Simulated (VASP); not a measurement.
# GaP (F-43m) in VASP: a series of runs, part 3 of 3

VASP 6.6.1.

**4. Relaxation of cell and atoms, PBEsol**

This run uses another cell than the first one, of 20.24 Å³/atom, 1.007 times its volume.

INCAR

```
PREC     = Accurate       # precision mode
ENCUT    = 600            # plane-wave cutoff, eV
EDIFF    = 1E-6           # SCF threshold, eV
ISMEAR   = -1             # smearing method
SIGMA    = 0.05           # smearing width, eV
LREAL    = F              # projectors in reciprocal space
LASPH    = T              # aspherical terms in the spheres
NELM     = 80             # most SCF steps
ALGO     = Normal         # electronic algorithm
ISIF     = 3              # what is computed and relaxed
LWAVE    = F              # write WAVECAR
LCHARG   = F              # write CHGCAR
GGA      = PS             # functional
IBRION   = 2              # ionic algorithm
NSW      = 80             # ionic steps
EDIFFG   = -0.005         # ionic threshold
```

KPOINTS

```
Automatic mesh
0
Gamma
  8 8 8
```

POSCAR

```
GaP
1.0
    0.0000000000      2.7252500000      2.7252500000
    2.7252500000      0.0000000000      2.7252500000
    2.7252500000      2.7252500000      0.0000000000
Ga P
1 1
Direct
    0.0000000000      0.0000000000      0.0000000000
    0.7500000000      0.7500000000      0.7500000000
```

Potentials or basis: VASP PAW PBE potentials, release 64 (Ga_d, P).

The run is started by

```sh
cat potpaw_PBE.64/Ga_d/POTCAR potpaw_PBE.64/P/POTCAR > POTCAR
mpirun -np 1 vasp_std > vasp.out
```

OUTCAR:

```text
PREC = Accurate
   ENCUT = 600
   EDIFF = 1E-6
   ISMEAR = -1
   LREAL = F
   LASPH = T
   NELM = 80
   ISIF = 3
   GGA = PS
   IBRION = 2
   NSW = 80
   EDIFFG = -0.005

 ion  position               nearest neighbor table
   1  0.000  0.000  0.000-   2 2.36   2 2.36   2 2.36   2 2.36
   2  0.750  0.750  0.750-   1 2.36   1 2.36   1 2.36   1 2.36

  LATTYP: Found a face centered cubic cell.
 ALAT       =     5.4505000000

  Lattice vectors:

 A1 = (   0.0000000000,   2.7252500000,   2.7252500000)
 A2 = (   2.7252500000,   0.0000000000,   2.7252500000)
 A3 = (   2.7252500000,   2.7252500000,   0.0000000000)

Analysis of symmetry for initial positions (statically):
[... 5 lines left out ...]
 face centered cubic supercell.

 Subroutine GETGRP returns: Found 24 space group operations
 (whereof 24 operations were pure point group operations)
 out of a pool of 48 trial point group operations.

The static configuration has the point symmetry T_d .

Analysis of symmetry for dynamics (positions and initial velocities):
[... 5 lines left out ...]
 face centered cubic supercell.

 Subroutine GETGRP returns: Found 24 space group operations
 (whereof 24 operations were pure point group operations)
 out of a pool of 48 trial point group operations.

The dynamic configuration has the point symmetry T_d .

 Subroutine INISYM returns: Found 24 space group operations
[... 153 lines left out ...]
  Total       -0.1618442     -0.1618442     -0.1618442     -0.0000000     -0.0000000      0.0000000
  in kB       -6.4055836     -6.4055836     -6.4055836     -0.0000000     -0.0000000      0.0000000
  external PRESSURE =      -6.4055836 kB  Pullay stress =       0.0000000 kB
[... 59 lines left out ...]
--------------------------------------- Ionic step        3  -------------------------------------------

 number of electron      18.0000006 magnetization

 Free energy of the ion-electron system (eV)
  ---------------------------------------------------
  ext. energy  EPLUGINS =         0.00000000
  ---------------------------------------------------
  free energy    TOTEN  =        -9.92115721 eV

  energy without entropy =       -9.92115720  energy(sigma->0) =       -9.92115720

 E-fermi :   5.3710     XC(G=0): -10.0553

 val. band max:        4.6457811975   @ k =   0.0000   0.0000   0.0000
 cond. band min:       6.1468871237   @ k =   0.5000   0.5000   0.0000
 fundamental gap:      1.5011059262
 Fermi energy:         5.3709598442

 k-point     1 :       0.0000    0.0000    0.0000
  band No.  band energies     occupation
      1      -9.9088      2.00000
      2      -9.9088      2.00000
      3      -9.9088      2.00000
      4      -9.8057      2.00000
      5      -9.8057      2.00000
      6      -7.9354      2.00000
      7       4.6458      2.00000
      8       4.6458      2.00000
      9       4.6458      2.00000
     10       6.4582      0.00000
     11       8.4705      0.00000
     12       8.4705      0.00000
     13       8.4705      0.00000
[... 354 lines left out ...]
  band No.  band energies     occupation
      1     -10.0000      2.00000
      2      -9.8770      2.00000
      3      -9.8643      2.00000
      4      -9.8113      2.00000
      5      -9.7982      2.00000
      6      -5.4051      2.00000
      7      -1.8637      2.00000
      8       1.3771      2.00000
      9       2.6631      2.00000
     10       8.0610      0.00000
     11       8.8339      0.00000
     12      11.0770      0.00000
     13      12.5058      0.00000

 [... further k-points ...]
[... 5 lines left out ...]
  --------------------------------------------------------------------------------------
  -------------------------------------------------------------------------------------
  Total       -0.0082014     -0.0082014     -0.0082014      0.0000000      0.0000000     -0.0000000
  in kB       -0.3270541     -0.3270541     -0.3270541      0.0000000      0.0000000     -0.0000000
  external PRESSURE =      -0.3270541 kB  Pullay stress =       0.0000000 kB
[... 17 lines left out ...]
  FREE ENERGIE OF THE ION-ELECTRON SYSTEM (eV)
  ---------------------------------------------------
  free  energy   TOTEN  =        -9.9211572082 eV

  energy  without entropy=       -9.9211571980  energy(sigma->0) =       -9.92115720

 reached required accuracy - stopping structural energy minimisation
```

Run time: 27 s. Hardware: 1 thread of Intel Xeon Platinum 8259CL at 2.50GHz (Skylake/Cascade Lake), shared host; peak memory 0.19 GiB.

What came out:

* Free energy: -9.9212 eV
* Relaxed volume: 20.09 Å³/atom
* Relaxed cell: a = 3.844 Å, b = 3.844 Å, c = 3.844 Å, α = 60.00°, β = 60.00°, γ = 60.00°
* Space group after relaxing (to 0.05 Å): F-43m (No. 216)
* Energy gained by relaxing: 0.3 meV/atom
* Ionic steps: 3
* Pressure after relaxing: 0.0 GPa
* Band gap on the k mesh: 1.50 eV, indirect (least direct gap 1.81 eV)

The path:
| step | energy change (eV) | largest force (eV/Å) | pressure (GPa) | volume (Å³) |
| --- | --- | --- | --- | --- |
| 1 | 0.0000 | 0.0000 | -0.64 | 40.48 |
| 2 | -0.0004 | 0.0000 | 0.43 | 40.01 |
| 3 | -0.0006 | 0.0000 | -0.03 | 40.18 |

Final structure:
```cif
data_structure
_symmetry_space_group_name_H-M 'P 1'
_symmetry_Int_Tables_number 1
_cell_length_a 3.8444
_cell_length_b 3.8444
_cell_length_c 3.8444
_cell_angle_alpha 60.000
_cell_angle_beta 60.000
_cell_angle_gamma 60.000
_cell_volume 40.18
loop_
_atom_site_label
_atom_site_type_symbol
_atom_site_fract_x
_atom_site_fract_y
_atom_site_fract_z
_atom_site_occupancy
Ga1 Ga 0.00000 0.00000 0.00000 1
P1 P 0.75000 0.75000 0.75000 1
```

Levels at points of the mesh, in eV from the valence-band top:
| k point | band 7 | band 8 | band 9 | band 10 | band 11 | band 12 |
| --- | --- | --- | --- | --- | --- | --- |
| (0.00, 0.00, 0.00) | 0.00 | 0.00 | 0.00 | 1.81 | 3.82 | 3.82 |
| (0.50, 0.00, 0.00) | -6.74 | -1.14 | -1.14 | 1.61 | 4.65 | 4.65 |
| (0.50, 0.50, 0.00) | -6.84 | -2.74 | -2.74 | 1.50 | 1.71 | 10.61 |

Caveat: the PAW data sets were made with another functional, which shifts forces and pressure a little. A k mesh can miss the band edges.

**5. Relaxation of cell and atoms, RPBE+D3(BJ)**

This run uses another cell than the first one, of 20.24 Å³/atom, 1.007 times its volume.

INCAR

```
ALGO = Normal
EDIFF = 1E-7
EDIFFG = -0.01
ENCUT = 600
GGA = RP
IBRION = 2
ISIF = 3
ISMEAR = -1
IVDW = 12
LASPH = T
LCHARG = F
LREAL = F
LWAVE = F
NELM = 100
NSW = 80
PREC = Accurate
SIGMA = 0.05
```

KPOINTS

```
k-points
0
Gamma
  8 8 8
```

POSCAR is that of step 4.

The run is started by

```sh
cat potpaw_PBE.64/Ga_d/POTCAR potpaw_PBE.64/P/POTCAR > POTCAR
mpirun -np 1 vasp_std > vasp.out
```

It took 38 s on 1 thread of Intel Xeon Platinum 8259CL at 2.50GHz (Skylake/Cascade Lake), shared host; peak memory 0.2 GiB.

It converged, with:

* Free energy: -11.0784 eV
* Relaxed volume: 18.54 Å³/atom
* Relaxed cell: a = 3.743 Å, b = 3.743 Å, c = 3.743 Å, α = 60.00°, β = 60.00°, γ = 60.00°
* Space group after relaxing (to 0.05 Å): F-43m (No. 216)
* Energy gained by relaxing: 39.9 meV/atom
* Ionic steps: 3
* Pressure after relaxing: 0.0 GPa
* Band gap on the k mesh: 1.54 eV, indirect (least direct gap 2.70 eV)
* Dispersion energy per atom: -1.419 eV

Step by step:
```tsv
step	energy change (eV)	largest force (eV/Å)	pressure (GPa)	volume (Å³)
1	0.0000	0.0000	-6.97	40.48
2	-0.0589	0.0000	4.49	35.54
3	-0.0798	0.0000	0.01	37.09
```

Final structure:
```
Ga P
1.0
     0.00000    2.64692    2.64692
     2.64692    0.00000    2.64692
     2.64692    2.64692    0.00000
Ga P
1 1
Direct
  0.00000 0.00000 0.00000
  0.75000 0.75000 0.75000
```

Levels at points of the mesh, in eV from the valence-band top:
| k point | band 7 | band 8 | band 9 | band 10 | band 11 | band 12 |
| --- | --- | --- | --- | --- | --- | --- |
| (0.00, 0.00, 0.00) | 0.00 | 0.00 | 0.00 | 2.70 | 3.88 | 3.88 |
| (0.50, 0.00, 0.00) | -7.12 | -1.25 | -1.25 | 2.03 | 4.70 | 4.70 |
| (0.50, 0.50, 0.00) | -7.14 | -2.99 | -2.99 | 1.54 | 1.78 | 11.29 |

Caveat: the PAW data sets were made with another functional, which shifts forces and pressure a little.

**6. Summary**

| task | level | cell | cutoff (eV) | gap on the mesh (eV) | pressure (GPa) | relaxed volume (Å³/atom) |
| --- | --- | --- | --- | --- | --- | --- |
| single point | PBEsol | a = 3.845 Å, angles 60.0°, 2 atoms | 520 | 1.50 | -0.1 | - |
| relaxation of cell and atoms | BLYP+D3(BJ) | relaxed from a = 3.854 Å, angles 60.0°, 2 atoms | 600 | 1.68 | 0.0 | 20.27 |
| relaxation of cell and atoms | PBEsol | relaxed from a = 3.854 Å, angles 60.0°, 2 atoms | 600 | 1.50 | 0.0 | 20.09 |
| relaxation of cell and atoms | RPBE+D3(BJ) | relaxed from a = 3.854 Å, angles 60.0°, 2 atoms | 600 | 1.54 | 0.0 | 18.54 |

Alike in all rows: potentials or basis VASP PAW PBE potentials, release 64 (Ga_d, P); no spin polarisation; k mesh 8 × 8 × 8; smearing fermi-dirac 0.05 eV.

Caveats: the PAW data sets were made with another functional, which shifts forces and pressure a little.

Absolute energies hang on the potentials; compare differences alone.

**7. How close it comes**

Step 2. Against the measured gap of GaP, 2.34 eV (indirect; 10 K; quoted in “Stacking defects in GaP nanowires: Electronic structure and optical properties”, 2018, arxiv:1810.01194), the calculated 1.50 eV is off by -0.84 eV. Spin-orbit coupling on Ga is left out. The value is that of PBEsol on a finite k mesh, which can miss the band edges, without temperature or zero-point motion. Semilocal functionals fall short of measured gaps as a rule.
